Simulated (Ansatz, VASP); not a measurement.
## Mg3CdTe4 in VASP and in Ansatz

```
CELL_PARAMETERS angstrom
6.66417 0.00000 0.00000
0.00000 6.66417 0.00000
0.00000 0.00000 6.66417
ATOMIC_POSITIONS crystal
Mg 0.00000 0.00000 0.50000
Mg 0.00000 0.50000 0.00000
Mg 0.50000 0.00000 0.00000
Cd 0.50000 0.50000 0.50000
Te 0.75259 0.75259 0.75259
Te 0.75259 0.24741 0.24741
Te 0.24741 0.75259 0.24741
Te 0.24741 0.24741 0.75259
```

Alike in both runs: functional PBE; k mesh 4 × 4 × 4; occupations gaussian, width 0.02 eV; no spin polarisation.

Ansatz relaxed the structure, and its values are those at the end. VASP's run is a single point on that final structure, the one shown.

|  | VASP | Ansatz |
| --- | --- | --- |
| version | VASP 6.6.1 | Ansatz 0.2.0 |
| potentials or method | VASP PAW PBE potentials, release 64 (Mg, Cd, Te), cutoff 520 eV | scalar-relativistic, plane waves, PAW |
| valence electrons in the cell | 42 | 114 |

Ansatz gave:

| Property | Result |
| --- | --- |
| gap on the k mesh at the Fermi level (eV) | 1.57 |
| least direct gap on the mesh (eV) | 1.57 |
| pressure (GPa) | -1.8 |
| rms of the force components (eV/Å) | 0.007 |

Problem. Estimate VASP's values.

Solution. gap on the k mesh at the Fermi level (eV): 1.57; least direct gap on the mesh (eV): 1.57; pressure (GPa): -1.8; rms of the force components (eV/Å): 0.012.

VASP's potentials hold 42 valence electrons a cell and Ansatz's 114, so a difference there can come from the potentials and not from the codes. Ansatz's warnings: stress scf threshold loose.

Neither program's run includes spin-orbit coupling.
